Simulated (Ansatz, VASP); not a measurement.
**One calculation of MgO, two programs**

```xyz
8
Lattice="1.4689 2.5441 2.6798 -1.4689 -2.5441 2.6798 4.4066 -2.5441 0.0000" Properties=species:S:1:pos:R:3 pbc="T T T"
Mg    0.0000    0.0000    2.6798
Mg    1.4689   -2.5441    2.6798
Mg    2.9377    0.0000    2.6798
Mg    0.0000    0.0000    0.0000
O     1.0689   -0.8480    4.0197
O     2.9377   -3.3922    4.0197
O     2.9377   -3.3922    1.3399
O     1.4689   -0.8480    1.3399
```

Alike in both runs: task single point; functional PBE; k mesh 6 × 6 × 6; occupations gaussian, width 0.05 eV; no spin polarisation.

```csv
,VASP,Ansatz
version,VASP 6.6.1,Ansatz 0.2.0
potentials or method,"VASP PAW PBE potentials, release 64 (Mg, O), cutoff 520 eV","scalar-relativistic, plane waves, PAW"
valence electrons in the cell,32,64
```

Ansatz gave:

```
gap on the k mesh at the Fermi level (eV)                     : 2.72
least direct gap on the mesh (eV)                             : 2.95
pressure (GPa)                                                : 3.2
traceless stress, the component that is largest in VASP (GPa) : 1.53
rms of the force components (eV/Å)                            : 0.900
```

Q: Estimate VASP's values.

A: gap on the k mesh at the Fermi level (eV): 2.69; least direct gap on the mesh (eV): 2.93; pressure (GPa): 2.6; traceless stress, the component that is largest in VASP (GPa): 1.57; rms of the force components (eV/Å): 0.906.

Atom by atom the forces differ by 0.007 eV/Å (rms over components). VASP's potentials hold 32 valence electrons a cell and Ansatz's 64, so a difference there can come from the potentials and not from the codes.
